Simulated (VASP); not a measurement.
A run of VASP 6.6.1:

File INCAR:

```
SYSTEM = ZrSe2
  ALGO = Normal
  EDIFF = 1E-7
  EDIFFG = -0.01
  ENCUT = 500
  GGA = PE
  GGA_COMPAT = .FALSE.
  IBRION = 2
  ISIF = 4
  ISMEAR = 0
  IVDW = 12
  LASPH = .TRUE.
  LCHARG = .FALSE.
  LREAL = .FALSE.
  LWAVE = .FALSE.
  NELM = 120
  NELMIN = 4
  NSW = 50
  PREC = Accurate
  SIGMA = 0.1
```

The input KPOINTS:

```
k-points
0
G
  15 15 8
  0 0 0
```

File POSCAR:

```
ZrSe2
1.0
    3.7926865997      0.0000000000      0.0000000000
   -1.8963432999      3.2845629439      0.0000000000
    0.0000000000      0.0000000000      6.2092015464
Zr Se
1 2
Direct
    0.0000000000      0.0000000000      0.0000000000
    0.3333333333      0.6666666667      0.2591792393
    0.6666666667      0.3333333333      0.7408207607
```

Potentials or basis: VASP PAW PBE potentials, release 64 (Zr_sv, Se).

The run is started by

```bash
$ cat potpaw_PBE.64/Zr_sv/POTCAR potpaw_PBE.64/Se/POTCAR > POTCAR
$ mpirun -np 1 vasp_std > vasp.out
```

Hardware: 1 thread of Oxide Virtual Turin-like Processor, with other jobs on the host.

Problem. How long does it take, and how much memory?

Solution. It took 19 min on 1 thread of Oxide Virtual Turin-like Processor, with other jobs on the host, peak memory 0.35 GiB. Counts: scf iterations 46, k points 192, ion steps 5.
